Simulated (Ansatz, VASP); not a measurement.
**One calculation of C, two programs**

```xyz
4
Lattice="1.2333 -2.1360 0.0000 1.2333 2.1360 0.0000 0.0000 0.0000 8.5285" Properties=species:S:1:pos:R:3 pbc="T T T"
C     1.2333    1.7800    6.3965
C     1.2333   -0.3560    2.1321
C     1.2333   -1.7800    2.1321
C     1.2333    0.3560    6.3965
```

Alike in both runs: functional PBE; k mesh 18 × 18 × 6; occupations gaussian, width 0.1 eV; no spin polarisation.

Ansatz relaxed the structure, and its values are those at the end. VASP's run is a single point on that final structure, the one shown.

```csv
,VASP,Ansatz
version,VASP 6.6.1,Ansatz 0.2.0
potentials or method,"VASP PAW PBE potentials, release 64 (C), cutoff 520 eV","scalar-relativistic, plane waves, PAW"
valence electrons in the cell,16,16
```

```tsv
	VASP	Ansatz	Ansatz less VASP
gap on the k mesh at the Fermi level (eV)	none	none	-
pressure (GPa)	0.4	0.0	-0.35
```

A gap of «none» marks a metal or a gap that the smearing closes.
